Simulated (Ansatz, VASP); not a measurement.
Ba2SnF6 in VASP and in Ansatz

```xyz
9
Lattice="0.0000 4.6602 4.6602 4.6602 0.0000 4.6602 4.6602 4.6602 0.0000" Properties=species:S:1:pos:R:3 pbc="T T T"
Ba    2.3301    2.3301    2.3301
Ba    6.9903    6.9903    6.9903
Sn    4.6602    4.6602    4.6602
F     7.4971    4.6602    4.6602
F     1.8233    4.6602    4.6602
F     4.6602    7.4971    4.6602
F     4.6602    1.8233    4.6602
F     4.6602    4.6602    7.4971
F     4.6602    4.6602    1.8233
```

Alike in both runs: task single point; functional PBE; k mesh 4 × 4 × 4; occupations gaussian, width 0.1 eV; no spin polarisation.

```csv
,VASP,Ansatz
version,VASP 6.6.1,Ansatz 0.2.0
potentials or method,"VASP PAW PBE potentials, release 64 (Ba_sv, Sn_d, F), cutoff 520 eV","scalar-relativistic, plane waves, PAW"
valence electrons in the cell,76,76
```

```tsv
	VASP	Ansatz	Ansatz less VASP
gap on the k mesh at the Fermi level (eV)	2.36	2.37	+0.010
least direct gap on the mesh (eV)	2.62	2.63	+0.003
pressure (GPa)	-9.3	-9.3	+0.01
rms of the force components (eV/Å)	1.466	1.468	+0.0016
```

Atom by atom the forces differ by 0.002 eV/Å (rms over components). The functional is the same, so the differences come from potentials, cutoffs and numerics.

Neither program's run includes spin-orbit coupling.
